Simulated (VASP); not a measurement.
# Ga2SnO3 (P4mm) in VASP: further runs

Runs on Ga2SnO3. Level: PBE. Tasks: single point, relaxation of cell and atoms.

All numbers are computed with VASP 6.6.1; they aren't measurements. Logs are shortened: lines on timing, memory, paths and dates and some standing lists are left out, and cuts for length are marked.

## (1) The cell of the first run

Symmetry: P4mm, No. 99, tetragonal system. Conventional cell: a = 2.947 Å, b = 2.947 Å, c = 11.344 Å, α = 90.00°, β = 90.00°, γ = 90.00°. Ga (site symmetry 4mm) has 4 O at 2.36 Å and 4 Ga at 2.95 Å within 3.1 Å. Ga (site symmetry 4mm) has 5 O at 1.84 to 2.13 Å within 2.4 Å. Sn (site symmetry 4mm) has 4 O at 2.29 Å and 4 Sn at 2.95 Å within 3.0 Å. Within 2.8 Å of O (site symmetry 4mm) lie 4 Ga at 2.13 Å. Within 3.0 Å of O (site symmetry 4mm) lie 4 Sn at 2.29 Å and 4 O at 2.95 Å. O (site symmetry 4mm) has 5 Ga at 1.84 to 2.36 Å within 2.4 Å.

The cell was built from a structure type or drawn by symmetry, and may not be a known phase.

## (2) Single point, PBE

INCAR

```
PREC = Accurate ; ENCUT = 520
EDIFF = 1E-7 ; ISMEAR = 0
SIGMA = 0.1 ; LREAL = False
LASPH = True ; NELM = 80
ALGO = Normal ; ISIF = 2
LWAVE = False ; LCHARG = False
GGA = PE ; NBANDS = 38
```

KPOINTS

```
Automatic mesh
0
Gamma
  6 6 2
```

POSCAR

```
Ga2SnO3
1.0
    2.9466812136      0.0000000000      0.0000000000
    0.0000000000      2.9466812136      0.0000000000
    0.0000000000      0.0000000000     11.3439461405
Ga Sn O
2 1 3
Direct
    0.0000000000      0.0000000000     -0.0798978716
    0.5000000000      0.5000000000      0.6608992261
    0.5000000000      0.5000000000      0.1941140275
    0.0000000000      0.0000000000      0.6239926565
    0.0000000000      0.0000000000      0.2779499314
    0.5000000000      0.5000000000      0.8229409902
```

Potentials or basis: VASP PAW PBE potentials, release 64 (Ga_d, Sn_d, O).

Started as:

```
$ cat potpaw_PBE.64/Ga_d/POTCAR potpaw_PBE.64/Sn_d/POTCAR potpaw_PBE.64/O/POTCAR > POTCAR
$ mpirun -np 1 vasp_std > vasp.out
```

OUTCAR:

```text
PREC = Accurate
   ENCUT = 520
   EDIFF = 1E-7
   ISMEAR = 0
   LREAL = False
   LASPH = True
   NELM = 80
   ISIF = 2
   GGA = PE

 ion  position               nearest neighbor table
   1  0.000  0.000  0.920-   6 2.36   6 2.36   6 2.36   6 2.36
   2  0.500  0.500  0.661-   6 1.84   4 2.13   4 2.13   4 2.13   4 2.13
   3  0.500  0.500  0.194-   5 2.29   5 2.29   5 2.29   5 2.29
   4  0.000  0.000  0.624-   2 2.13   2 2.13   2 2.13   2 2.13
   5  0.000  0.000  0.278-   3 2.29   3 2.29   3 2.29   3 2.29
   6  0.500  0.500  0.823-   2 1.84   1 2.36   1 2.36   1 2.36   1 2.36

  LATTYP: Found a simple tetragonal cell.
 ALAT       =     2.9466812136
 C/A-ratio  =     3.8497364724

  Lattice vectors:

 A1 = (   2.9466812136,   0.0000000000,   0.0000000000)
 A2 = (   0.0000000000,   2.9466812136,   0.0000000000)
 A3 = (   0.0000000000,   0.0000000000,  11.3439461405)

Analysis of symmetry for initial positions (statically):
=====================================================================
 Subroutine PRICEL returns:
 Original cell was already a primitive cell.

 Routine SETGRP: Setting up the symmetry group for a
 simple tetragonal supercell.

 Subroutine GETGRP returns: Found  8 space group operations
 (whereof  8 operations were pure point group operations)
 out of a pool of 16 trial point group operations.

The static configuration has the point symmetry C_4v.

Analysis of symmetry for dynamics (positions and initial velocities):
=====================================================================
 Subroutine PRICEL returns:
 Original cell was already a primitive cell.

 Routine SETGRP: Setting up the symmetry group for a
 simple tetragonal supercell.

 Subroutine GETGRP returns: Found  8 space group operations
 (whereof  8 operations were pure point group operations)
 out of a pool of 16 trial point group operations.

The dynamic configuration has the point symmetry C_4v.

 Subroutine INISYM returns: Found  8 space group operations
 (whereof  8 operations are pure point group operations),
 and found     1 'primitive' translations

----------------------------------------------------------------------------------------

                                     Primitive cell

  volume of cell :      98.4987

  direct lattice vectors                    reciprocal lattice vectors
     2.946681214  0.000000000  0.000000000     0.339364840  0.000000000  0.000000000
     0.000000000  2.946681214  0.000000000     0.000000000  0.339364840  0.000000000
     0.000000000  0.000000000 11.343946140     0.000000000  0.000000000  0.088152746

  length of vectors
     2.946681214  2.946681214 11.343946140     0.339364840  0.339364840  0.088152746

  position of ions in fractional coordinates (direct lattice)
     0.000000000  0.000000000  0.920102128
     0.500000000  0.500000000  0.660899226
     0.500000000  0.500000000  0.194114027
     0.000000000  0.000000000  0.623992657
     0.000000000  0.000000000  0.277949931
     0.500000000  0.500000000  0.822940990

  ion indices of the primitive-cell ions
   primitive index   ion index
                 1           1
                 2           2
                 3           3
                 4           4
                 5           5
                 6           6

----------------------------------------------------------------------------------------

 KPOINTS: Automatic mesh

Automatic generation of k-mesh.
 Grid dimensions read from file:
 generate k-points for:    6    6    2

 Generating k-lattice:

  Cartesian coordinates                     Fractional coordinates (reciprocal lattice)
     0.056560807  0.000000000  0.000000000     0.166666667  0.000000000  0.000000000
     0.000000000  0.056560807  0.000000000     0.000000000  0.166666667  0.000000000
     0.000000000  0.000000000  0.044076373     0.000000000  0.000000000  0.500000000

  Length of vectors
     0.056560807  0.056560807  0.044076373

  Shift w.r.t. Gamma in fractional coordinates (k-lattice)
     0.000000000  0.000000000  0.000000000

[... 49 lines left out ...]
 fundamental gap:      0.0786651301
 Fermi energy:         4.1937352182

 k-point     1 :       0.0000    0.0000    0.0000
  band No.  band energies     occupation
      1     -17.3887      2.00000
      2     -17.2255      2.00000
      3     -16.8784      2.00000
      4     -16.8784      2.00000
      5     -16.8141      2.00000
      6     -15.7560      2.00000
[... 30 lines left out ...]
     37      13.9566      0.00000
     38      14.4651      0.00000

 k-point     2 :       0.1667    0.0000    0.0000
  band No.  band energies     occupation
      1     -17.3256      2.00000
      2     -17.1574      2.00000
      3     -16.9516      2.00000
      4     -16.8770      2.00000
      5     -16.8547      2.00000
      6     -15.5567      2.00000
[... 30 lines left out ...]
     37      13.1904      0.00000
     38      13.8127      0.00000

 k-point     3 :       0.3333    0.0000    0.0000
  band No.  band energies     occupation
      1     -17.2576      2.00000
      2     -17.1431      2.00000
      3     -16.9514      2.00000
      4     -16.9034      2.00000
      5     -16.8575      2.00000
      6     -15.0997      2.00000
[... 30 lines left out ...]
     37      13.2249      0.00000
     38      14.2818      0.00000

 k-point     4 :       0.5000    0.0000    0.0000
  band No.  band energies     occupation
      1     -17.2242      2.00000
      2     -17.2140      2.00000
      3     -16.9950      2.00000
      4     -16.8518      2.00000
      5     -16.7959      2.00000
      6     -14.8255      2.00000
[... 30 lines left out ...]
     37      13.5461      0.00000
     38      14.0997      0.00000
[... 539 lines left out ...]
      4     -16.8896      2.00000
      5     -16.8693      2.00000
      6     -14.9088      2.00000
[... 30 lines left out ...]
     37      10.9833      0.00000
     38      11.9972      0.00000

 k-point    19 :       0.5000    0.3333    0.5000
  band No.  band energies     occupation
      1     -17.4601      2.00000
      2     -17.0570      2.00000
      3     -16.9969      2.00000
      4     -16.8802      2.00000
      5     -16.7494      2.00000
      6     -14.8523      2.00000
[... 30 lines left out ...]
     37      11.2540      0.00000
     38      11.4553      0.00000

 k-point    20 :       0.5000    0.5000    0.5000
  band No.  band energies     occupation
      1     -17.5593      2.00000
      2     -17.0431      2.00000
      3     -17.0431      2.00000
      4     -16.8232      2.00000
      5     -16.6744      2.00000
      6     -14.8614      2.00000
[... 30 lines left out ...]
     37      12.0116      0.00000
     38      12.0116      0.00000

------------------------ aborting loop because EDIFF is reached ----------------------------------------

  FORCE on cell =-STRESS in cart. coord.  units (eV):
  Direction    XX          YY          ZZ          XY          YZ          ZX
  --------------------------------------------------------------------------------------
  -------------------------------------------------------------------------------------
  Total        0.0616024      0.0616024      0.1463279      0.0000000     -0.0000000      0.0000000
  in kB        1.0020236      1.0020236      2.3801666      0.0000000     -0.0000000      0.0000000
  external PRESSURE =       1.4614046 kB  Pullay stress =       0.0000000 kB

 VOLUME and BASIS-vectors are now :
 -----------------------------------------------------------------------------
  energy-cutoff  :      520.00
  volume of cell :       98.50
      direct lattice vectors                 reciprocal lattice vectors
     2.946681214  0.000000000  0.000000000     0.339364840  0.000000000  0.000000000
     0.000000000  2.946681214  0.000000000     0.000000000  0.339364840  0.000000000
     0.000000000  0.000000000 11.343946140     0.000000000  0.000000000  0.088152746

 POSITION                                       TOTAL-FORCE (eV/Angst)
 -----------------------------------------------------------------------------------
      0.00000      0.00000     10.43759        -0.000000      0.000000      0.012080
      1.47334      1.47334      7.49721        -0.000000     -0.000000     -0.059373
      1.47334      1.47334      2.20202        -0.000000      0.000000     -0.053857
      0.00000      0.00000      7.07854         0.000000      0.000000     -0.030532
      0.00000      0.00000      3.15305         0.000000      0.000000      0.049779
      1.47334      1.47334      9.33540        -0.000000     -0.000000      0.081904
 -----------------------------------------------------------------------------------
    total drift:                                0.000000      0.000000     -0.000132

  FREE ENERGIE OF THE ION-ELECTRON SYSTEM (eV)
  ---------------------------------------------------
  free  energy   TOTEN  =       -30.1774643014 eV

  energy  without entropy=      -30.1674378171  energy(sigma->0) =      -30.17245106
```

Wall time 56 s (1 thread of Intel Xeon 6975P-C (Granite Rapids), shared host); peak memory 0.24 GiB.

What came out:

```
Free energy            : -30.1775 eV
Pressure               : 0.1 GPa
Largest force          : 0.082 eV/Å
Band gap on the k mesh : zero (bands 29 and 30 overlap by 0.55 eV)
```

Forces in eV/Å, atoms in the order of the input:
```
Ga   0.000  0.000  0.012
Ga   0.000  0.000 -0.059
Sn   0.000  0.000 -0.054
O    0.000  0.000 -0.031
O    0.000  0.000  0.050
O    0.000  0.000  0.082
```

Caveat: spin-orbit coupling is left out, which moves the levels of the heavy elements.

## (3) Single point, PBE

This run uses another cell than the first one, of 18.62 Å³/atom.

INCAR

```
PREC = Accurate
ENCUT = 520
EDIFF = 1E-7
ISMEAR = 0
SIGMA = 0.1
LREAL = False
LASPH = True
NELM = 80
ALGO = Normal
ISIF = 2
LWAVE = False
LCHARG = False
GGA = PE
NBANDS = 38
```

KPOINTS

```
regular mesh
0
Gamma
  6 6 2
```

POSCAR

```
Ga2SnO3
1.0
    3.1751069600      0.0000000000      0.0000000000
    0.0000000000      3.1751069600      0.0000000000
    0.0000000000      0.0000000000     11.0838796600
Ga Sn O
2 1 3
Direct
    0.0000000000      0.0000000000      0.0241090300
    0.5000000000      0.5000000000      0.4912769800
    0.5000000000      0.5000000000      0.1515834800
    0.0000000000      0.0000000000      0.6514509300
    0.0000000000      0.0000000000      0.3293667700
    0.5000000000      0.5000000000      0.8522117700
```

Potentials or basis: VASP PAW PBE potentials, release 64 (Ga_d, Sn_d, O).

Started as:

```
$ cat potpaw_PBE.64/Ga_d/POTCAR potpaw_PBE.64/Sn_d/POTCAR potpaw_PBE.64/O/POTCAR > POTCAR
$ mpirun -np 1 vasp_std > vasp.out
```

Wall time 50 s (1 thread of Intel Xeon 6975P-C (Granite Rapids), shared host); peak memory 0.25 GiB.

The run converged. Its results:

```
Free energy            : -19.0868 eV
Pressure               : -6.7 GPa
Largest force          : 4.752 eV/Å
Band gap on the k mesh : zero (bands 29 and 30 overlap by 0.98 eV)
```

Forces on the atoms (eV/Å):
```
Ga   0.000  0.000 -4.752
Ga   0.000  0.000  1.018
Sn   0.000  0.000  3.835
O    0.000  0.000 -2.329
O    0.000  0.000 -0.279
O    0.000  0.000  2.508
```

Stress tensor (GPa, compression positive):
```
 -0.49   0.00   0.00
  0.00  -0.49   0.00
  0.00   0.00 -19.04
```

Levels at points of the mesh, in eV from the Fermi level:
```tsv
k point	band 27	band 28	band 29	band 30	band 31	band 32
(0.00, 0.00, 0.00)	-0.17	0.07	0.07	0.19	2.83	3.16
(0.50, 0.00, 0.00)	-0.39	0.11	0.12	0.18	1.24	1.34
(0.50, 0.50, 0.00)	-1.27	-1.01	-0.70	-0.70	-0.47	-0.39
(0.00, 0.00, 0.50)	-0.19	0.08	0.08	0.77	2.46	3.16
(0.50, 0.00, 0.50)	-0.39	-0.29	0.11	0.12	1.44	1.45
(0.50, 0.50, 0.50)	-1.21	-0.94	-0.84	-0.84	-0.57	-0.37
```

Caveat: the cell stands under tension; spin-orbit coupling is left out, which moves the levels of the heavy elements; forces of over 1 eV/Å act on the atoms, so gaps and moduli don't describe the material at rest.

## (4) Single point, PBE

This run uses another cell than the first one, of 16.36 Å³/atom.

INCAR

```
  PREC = Accurate
  ENCUT = 520
  EDIFF = 1E-7
  ISMEAR = 0
  SIGMA = 0.1
  LREAL = F
  LASPH = T
  NELM = 100
  ALGO = Normal
  ISIF = 2
  LWAVE = F
  LCHARG = F
  GGA = PE
  NBANDS = 38
```

KPOINTS

```
Automatic mesh
0
Gamma
  12 12 4
```

POSCAR

```
Ga2SnO3
1.0
    2.9503639296      0.0000000000      0.0000000000
    0.0000000000      2.9503639296      0.0000000000
    0.0000000000      0.0000000000     11.2797979384
Ga Sn O
2 1 3
Direct
    0.0000000000      0.0000000000      0.9228395889
    0.5000000000      0.5000000000      0.6632456760
    0.5000000000      0.5000000000      0.1879554776
    0.0000000000      0.0000000000      0.6271841658
    0.0000000000      0.0000000000      0.2716305244
    0.5000000000      0.5000000000      0.8271435274
```

Started as:

```
$ cat potpaw_PBE.64/Ga_d/POTCAR potpaw_PBE.64/Sn_d/POTCAR potpaw_PBE.64/O/POTCAR > POTCAR
$ mpirun -np 1 vasp_std > vasp.out
```

Run time: 2.3 min. Hardware: 1 thread of Intel Xeon 6975P-C (Granite Rapids), shared host; peak memory 0.4 GiB.

It converged, with:

- Free energy: -30.1910 eV
- Pressure: 0.3 GPa
- Largest force: 0.055 eV/Å
- Band gap on the k mesh: zero (bands 29 and 30 overlap by 0.70 eV)

Forces in eV/Å, atoms in the order of the input:
```
Ga   0.000  0.000  0.020
Ga   0.000  0.000 -0.053
Sn   0.000  0.000 -0.037
O    0.000  0.000 -0.018
O    0.000  0.000  0.032
O    0.000  0.000  0.055
```

Stress tensor (GPa, compression positive):
```
0.34 0.00 0.00
0.00 0.34 0.00
0.00 0.00 0.14
```

Levels at points of the mesh, in eV from the Fermi level:
| k point | band 27 | band 28 | band 29 | band 30 | band 31 | band 32 |
| --- | --- | --- | --- | --- | --- | --- |
| (0.00, 0.00, 0.00) | -2.42 | -2.42 | -1.59 | -0.65 | 1.16 | 4.19 |
| (0.50, 0.00, 0.00) | -2.07 | -1.86 | -1.11 | 1.86 | 2.20 | 4.14 |
| (0.50, 0.50, 0.00) | -2.37 | -2.11 | -0.55 | -0.01 | 2.28 | 2.28 |
| (0.00, 0.00, 0.50) | -2.42 | -2.42 | -1.82 | -0.48 | 1.10 | 4.17 |
| (0.50, 0.00, 0.50) | -2.07 | -1.84 | -1.14 | 1.91 | 2.18 | 4.08 |
| (0.50, 0.50, 0.50) | -2.38 | -2.11 | -0.54 | -0.02 | 2.28 | 2.28 |

Caveat: spin-orbit coupling is left out, which moves the levels of the heavy elements.

## (5) Relaxation of cell and atoms, PBE

This run uses another cell than the first one, of 18.62 Å³/atom.

INCAR

```
SYSTEM = Ga2SnO3
PREC = Accurate
ENCUT = 600
EDIFF = 1E-6
ISMEAR = 0
SIGMA = 0.1
LREAL = .FALSE.
LASPH = .TRUE.
NELM = 80
ALGO = Normal
ISIF = 3
LWAVE = .FALSE.
LCHARG = .FALSE.
GGA = PE
IBRION = 2
NSW = 90
EDIFFG = -0.04
```

KPOINTS

```
regular mesh
0
G
  6 6 2
  0 0 0
```

POSCAR

```
Ga2SnO3
1.0
    3.1751069600      0.0000000000      0.0000000000
    0.0000000000      3.1751069600      0.0000000000
    0.0000000000      0.0000000000     11.0838796600
Ga Sn O
2 1 3
Direct
    0.0000000000      0.0000000000      0.0241090300
    0.5000000000      0.5000000000      0.4912769800
    0.5000000000      0.5000000000      0.1515834800
    0.0000000000      0.0000000000      0.6514509300
    0.0000000000      0.0000000000      0.3293667700
    0.5000000000      0.5000000000      0.8522117700
```

Started as:

```
$ cat potpaw_PBE.64/Ga_d/POTCAR potpaw_PBE.64/Sn_d/POTCAR potpaw_PBE.64/O/POTCAR > POTCAR
$ mpirun -np 1 vasp_std > vasp.out
```

Wall time 29 min (1 thread of Intel Xeon 6975P-C (Granite Rapids), shared host); peak memory 0.34 GiB.

The run converged. Its results:

* Free energy: -30.8731 eV
* Relaxed volume: 14.01 Å³/atom
* Relaxed cell: a = 3.153 Å, b = 3.153 Å, c = 8.459 Å, α = 90.00°, β = 90.00°, γ = 90.00°
* Space group after relaxing (to 0.1 Å): P4mm (No. 99)
* Pressure after relaxing: 0.2 GPa
* Largest force after relaxing: 0.037 eV/Å
* Band gap on the k mesh: zero (bands 29 and 30 overlap by 0.20 eV)

Forces on the atoms (eV/Å):
```
Ga   0.000  0.000  0.037
Ga   0.000  0.000 -0.002
Sn   0.000  0.000  0.009
O    0.000  0.000 -0.030
O    0.000  0.000 -0.029
O    0.000  0.000  0.015
```

Stress tensor (GPa, compression positive):
```
0.15 0.00 0.00
0.00 0.15 0.00
0.00 0.00 0.25
```

Final structure:
```xyz
6
Lattice="3.1525 0.0000 0.0000 0.0000 3.1525 0.0000 0.0000 0.0000 8.4586" Properties=species:S:1:pos:R:3 pbc="T T T"
Ga    3.1525    0.0000    7.6807
Ga    1.5763    1.5763    5.3214
Sn    1.5763    1.5763    2.1914
O     0.0000    0.0000    5.8020
O     0.0000    0.0000    1.1086
O     1.5763    1.5763    7.5008
```

Levels at points of the mesh, in eV from the Fermi level:
| k point | band 25 | band 26 | band 27 | band 28 | band 29 | band 30 | band 31 | band 32 | band 33 | band 34 |
| --- | --- | --- | --- | --- | --- | --- | --- | --- | --- | --- |
| (0.00, 0.00, 0.00) | -3.95 | -3.95 | -3.24 | -3.24 | -1.37 | -0.27 | 1.66 | 5.50 | 6.54 | 6.54 |
| (0.50, 0.00, 0.00) | -3.62 | -3.37 | -3.36 | -3.25 | -0.69 | 0.47 | 2.68 | 3.49 | 3.80 | 4.66 |
| (0.50, 0.50, 0.00) | -4.88 | -4.81 | -4.81 | -4.28 | -0.56 | 0.80 | 0.80 | 2.04 | 2.39 | 5.37 |
| (0.00, 0.00, 0.50) | -3.97 | -3.97 | -3.23 | -3.23 | -2.88 | 0.96 | 1.74 | 4.59 | 6.58 | 6.58 |
| (0.50, 0.00, 0.50) | -3.61 | -3.37 | -3.25 | -2.63 | -0.90 | 0.16 | 2.86 | 3.58 | 4.32 | 4.62 |
| (0.50, 0.50, 0.50) | -4.93 | -4.73 | -4.73 | -3.82 | -1.28 | 0.79 | 0.79 | 2.22 | 3.40 | 5.26 |

Caveat: the volume moved by over 15 % at a fixed basis, so the end points are rough; spin-orbit coupling is left out, which moves the levels of the heavy elements.

## (6) Summary

```tsv
task	cell	k mesh	cutoff (eV)	gap on the mesh (eV)	pressure (GPa)	largest force (eV/Å)
single point	a = 2.947, b = 2.947, c = 11.344 Å, 6 atoms, atomic positions A	6 × 6 × 2	520	none	0.1	0.08
single point	a = 3.175, b = 3.175, c = 11.084 Å, 6 atoms, atomic positions B	6 × 6 × 2	520	none	-6.7	4.75
single point	a = 2.950, b = 2.950, c = 11.280 Å, 6 atoms, atomic positions C	12 × 12 × 4	520	none	0.3	0.06
relaxation of cell and atoms	relaxed from a = 3.175, b = 3.175, c = 11.084 Å, 6 atoms, atomic positions B	6 × 6 × 2	600	none	0.2	0.04
```

Alike in all rows: level PBE; potentials or basis VASP PAW PBE potentials, release 64 (Ga_d, Sn_d, O); no spin polarisation; smearing gaussian 0.1 eV.

Caveats: spin-orbit coupling is left out, which moves the levels of the heavy elements; the cell stands under tension (at least some runs); forces of over 1 eV/Å act on the atoms, so gaps and moduli don't describe the material at rest (at least some runs); the volume moved by over 15 % at a fixed basis, so the end points are rough (at least some runs).

Total energies depend on the potentials used, so only differences within one code and one set of settings carry meaning.
